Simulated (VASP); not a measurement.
Set up this calculation in VASP 6.6.1, as the native input.

```
Task                   : single point
Functional             : PBE
Potentials or basis    : VASP PAW PBE potentials, release 64 (In_d, O)
Cutoff                 : 520 eV
k mesh                 : 9 × 9 × 9
Occupations            : fermi-dirac, width 0.0612256 eV
Spin                   : no spin polarisation
Dipole correction      : no
Further INCAR settings : ALGO = Normal; EDIFF = 1e-07; NBANDS = 24
```

The structure of InO3 (ReO3 type) lies in POSCAR:

```
InO3
1.0
    4.2951557864      0.0000000000      0.0000000000
    0.0000000000      4.2951557864      0.0000000000
    0.0000000000      0.0000000000      4.2951557864
In O
1 3
Direct
    0.0000000000      0.0000000000      0.0000000000
    0.5000000000      0.0000000000      0.0000000000
    0.0000000000      0.5000000000      0.0000000000
    0.0000000000      0.0000000000      0.5000000000
```

One way to write it, as run:

INCAR

```
PREC = Accurate
ENCUT = 520
EDIFF = 1E-7
ISMEAR = -1
SIGMA = 0.06122561905347299
LREAL = F
LASPH = T
NELM = 60
ALGO = Normal
ISIF = 2
LWAVE = F
LCHARG = F
GGA = PE
NBANDS = 24
```

KPOINTS

```
regular mesh
0
Gamma
  9 9 9
```

Potentials or basis: VASP PAW PBE potentials, release 64 (In_d, O).

The run is started by

```console
$ cat potpaw_PBE.64/In_d/POTCAR potpaw_PBE.64/O/POTCAR > POTCAR
$ mpirun -np 1 vasp_std > vasp.out
```

Results of the run:

The pressure is -3.2 GPa.

Caveat: an odd number of electrons without spin polarisation forces a metal; a magnetic or distorted state may lie lower.

Wall time 17 s on 1 thread of Intel(R) Xeon(R) 6975P-C (Granite Rapids), with other jobs on the host, peak memory 0.2 GiB.
